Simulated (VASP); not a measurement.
TaCl2F:

```
CELL_PARAMETERS angstrom
4.49330 0.00000 0.00000
-2.24665 3.89131 0.00000
0.00000 0.00000 11.20576
ATOMIC_POSITIONS crystal
Ta 0.33333 0.66667 0.37535
Ta 0.66667 0.33333 0.87535
Cl 0.00000 0.00000 0.47388
Cl 0.00000 0.00000 0.97388
Cl 0.00000 0.00000 0.77555
Cl 0.00000 0.00000 0.27555
F 0.33333 0.66667 0.79871
F 0.66667 0.33333 0.29871
```

- Program: VASP 6.6.1
- Task: relaxation of cell and atoms
- Functional: PBE
- Potentials or basis: VASP PAW PBE potentials, release 64 (Ta_pv, Cl, F)
- Cutoff: 600 eV
- k mesh: 3 × 3 × 1
- Occupations: gaussian, width 0.15 eV
- Spin: no spin polarisation

At the start: pressure -4.4 GPa; volume 24.49 Å³/atom.

Task: How do energy, volume and symmetry change on relaxing?

Result: Over 18 steps the energy falls by 1293.9 meV/atom and the volume is 21.38 Å³/atom (-12.7 %); space group P6_3/mmc (No. 194, to 0.05 Å).

The path:
```
step  energy change (eV)  largest force (eV/Å)  pressure (GPa)  volume (Å³)
   1              0.0000                6.5393           -4.36       195.93
   2             -6.7613                2.5184           -5.26       172.90
   3             -6.8283                2.4371           -6.10       176.01
   4             -6.8287                2.4205           -6.26       176.59
   5             -7.7675                2.5325            5.07       154.18
   6             -7.7674                2.5329            5.09       154.14
   7             -8.8214                2.3056            5.75       152.30
   8             -9.4941                1.7028            9.44       146.78
   9             -9.8030                1.0352            7.45       148.91
  10            -10.0991                0.7047           -3.34       166.75
  11            -10.1696                0.2478           -0.57       160.90
  12            -10.2528                0.3232            0.09       161.34
  13            -10.2708                0.3911            0.70       161.63
  14            -10.3005                0.3212            0.26       163.95
  15            -10.3396                0.1637           -0.68       170.14
  16            -10.3417                0.1474           -0.89       171.75
  17            -10.3467                0.1538            0.97       170.49
  18            -10.3516                0.0661            0.18       171.01
```

Final structure:
```
CELL_PARAMETERS angstrom
3.82957 0.00000 0.00000
-1.91478 3.31650 0.00000
0.00000 0.00000 13.46437
ATOMIC_POSITIONS crystal
Ta 0.33333 0.66667 0.35544
Ta 0.66667 0.33333 0.85544
Cl 0.00000 0.00000 0.46891
Cl 0.00000 0.00000 0.96891
Cl 0.00000 0.00000 0.74294
Cl 0.00000 0.00000 0.24294
F 0.33333 0.66667 0.85621
F 0.66667 0.33333 0.35621
```

Caveat: the k points lie up to 0.63 Å⁻¹ apart in the final cell; this functional lacks dispersion, which binds the layers, so the pressure and a relaxed spacing across them are unreliable; the relaxation stopped at a loose force limit of 0.08 eV/Å, so its end isn't a converged minimum.
